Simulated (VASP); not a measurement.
Wanted: the native input for a VASP 6.6.1 run.

```yaml
Task: single point
Functional: PBE
Potentials_or_basis: VASP PAW PBE potentials, release 64 (Sn_d, O)
Cutoff: 520 eV
k_mesh: 10 × 10 × 10
Occupations: gaussian, width 0.013 eV
Spin: no spin polarisation
Dipole_correction: no
Further_INCAR_settings: ALGO = Normal; EDIFF = 1e-06; NBANDS = 20
```

The structure of SnO2 lies in POSCAR:

```
SnO2
1.0
    1.6170930752      0.9336291223      4.8005925840
   -1.6170930752      0.9336291223      4.8005925840
    0.0000000000     -1.8672582446      4.8005925840
Sn O
1 2
Direct
    0.5000000000      0.5000000000      0.5000000000
    0.7628300000      0.7628300000      0.7628300000
    0.2371700000      0.2371700000      0.2371700000
```

The input as run:

INCAR

```
ALGO = Normal ; EDIFF = 1E-6
ENCUT = 520 ; GGA = PE
ISIF = 2 ; ISMEAR = 0
LASPH = True ; LCHARG = False
LREAL = False ; LWAVE = False
NBANDS = 20 ; NELM = 60
PREC = Accurate ; SIGMA = 0.013000000000000001
```

KPOINTS

```
k-points
0
Gamma
  10 10 10
```

Potentials or basis: VASP PAW PBE potentials, release 64 (Sn_d, O).

Launch:

```sh
$ cat potpaw_PBE.64/Sn_d/POTCAR potpaw_PBE.64/O/POTCAR > POTCAR
$ mpirun -np 1 vasp_std > vasp.out
```

Results of the run:

The pressure is 0.0 GPa, the largest force is 0.083 eV/Å and the band gap on the k mesh is 1.91 eV (least direct gap 2.03 eV).

Caveat: spin-orbit coupling is left out, which moves the levels of the heavy elements.

Wall time 69 s on 1 thread of Intel(R) Xeon(R) 6975P-C (Granite Rapids), on a shared host, peak memory 0.29 GiB.
